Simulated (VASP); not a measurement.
Input of a VASP 6.6.1 run:

Contents of INCAR:

```
SYSTEM = Hf2AlN3
ALGO = Normal
EDIFF = 1E-6
ENCUT = 600
GGA = PE
GGA_COMPAT = .FALSE.
ISIF = 2
ISMEAR = 0
LASPH = .TRUE.
LCHARG = .FALSE.
LREAL = .FALSE.
LWAVE = .FALSE.
NBANDS = 28
NELM = 120
PREC = Accurate
SIGMA = 0.1
```

File KPOINTS:

```
k-points
0
G
  6 6 2
  0 0 0
```

The input POSCAR:

```
Hf2AlN3
1.0
    3.1115977906      0.0000000026      0.0000000000
   -1.5557988975      2.6947227317      0.0000000000
    0.0000000000      0.0000000000      7.7195726726
Hf Al N
2 1 3
Direct
    0.3333333333      0.6666666667      0.6666560795
    0.6666666667      0.3333333333      0.3333439205
    0.0000000000      0.0000000000      0.0000000000
    0.6666666667      0.3333333333      0.8546812405
    0.0000000000      0.0000000000      0.5000000000
    0.3333333333      0.6666666667      0.1453187595
```

Potentials or basis: VASP PAW PBE potentials, release 64 (Hf_pv, Al, N).

Run with:

```sh
$ cat potpaw_PBE.64/Hf_pv/POTCAR potpaw_PBE.64/Al/POTCAR potpaw_PBE.64/N/POTCAR > POTCAR
$ mpirun -np 1 vasp_std > vasp.out
```

Question: Predict the band gap on the k mesh.

Answer: Zero (bands 19 and 20 overlap by 1.62 eV).

Question: Predict the largest force.

Answer: 0.097 eV/Å.

Question: Predict the pressure.

Answer: -1.8 GPa.

Forces in eV/Å, atoms in the order of the input:
```
Hf   0.000  0.000 -0.039
Hf   0.000  0.000  0.039
Al   0.000  0.000  0.000
N    0.000  0.000 -0.097
N    0.000  0.000  0.000
N    0.000  0.000  0.097
```

Caveat: the k points lie up to 0.41 Å⁻¹ apart, too coarse for converged energies and pressures of a metal; spin-orbit coupling is left out, which moves the levels of the heavy elements.
